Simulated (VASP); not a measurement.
Here is a VASP 6.6.1 calculation.

File INCAR:

```
SYSTEM = Si3Ge
PREC = Accurate
ENCUT = 600
EDIFF = 1E-7
ISMEAR = 0
SIGMA = 0.1
LREAL = .FALSE.
LASPH = .TRUE.
NELM = 100
ALGO = Normal
ISIF = 3
LWAVE = .FALSE.
LCHARG = .FALSE.
GGA = PE
IBRION = 2
NSW = 100
EDIFFG = -0.01
```

The input KPOINTS:

```
Automatic mesh
0
G
  12 12 8
  0 0 0
```

The input POSCAR:

```
Si3Ge
1.0
    3.6326100659      0.0000000000      0.0000000000
   -1.8163050329      3.1459325991      0.0000000000
    0.0000000000      0.0000000000      6.0373573376
Si Ge
3 1
Direct
    0.0000000000      0.0000000000      0.7660430102
    0.3333333333      0.6666666667      0.0000000000
    0.0000000000      0.0000000000      0.2339569898
    0.6666666667      0.3333333333      0.5000000000
```

Potentials or basis: VASP PAW PBE potentials, release 64 (Si, Ge_d).

Launch:

```sh
$ cat potpaw_PBE.64/Si/POTCAR potpaw_PBE.64/Ge_d/POTCAR > POTCAR
$ mpirun -np 1 vasp_std > vasp.out
```

Task: What does it give for the space group after relaxing (to 0.1 Å)?

Result: P-6m2 (No. 187).

Task: Predict the band gap on the k mesh.

Result: Zero (bands 13 and 14 overlap by 4.04 eV).

Task: What does it give for the relaxed cell?

Result: a = 3.642 Å, b = 3.642 Å, c = 6.028 Å, α = 90.00°, β = 90.00°, γ = 120.00°.

Step by step:
```csv
step,energy change (eV),largest force (eV/Å),pressure (GPa),volume (Å³)
1,0.0000,0.1198,0.10,68.99
2,-0.0013,0.0708,0.03,69.10
3,-0.0019,0.0019,-0.07,69.25
```
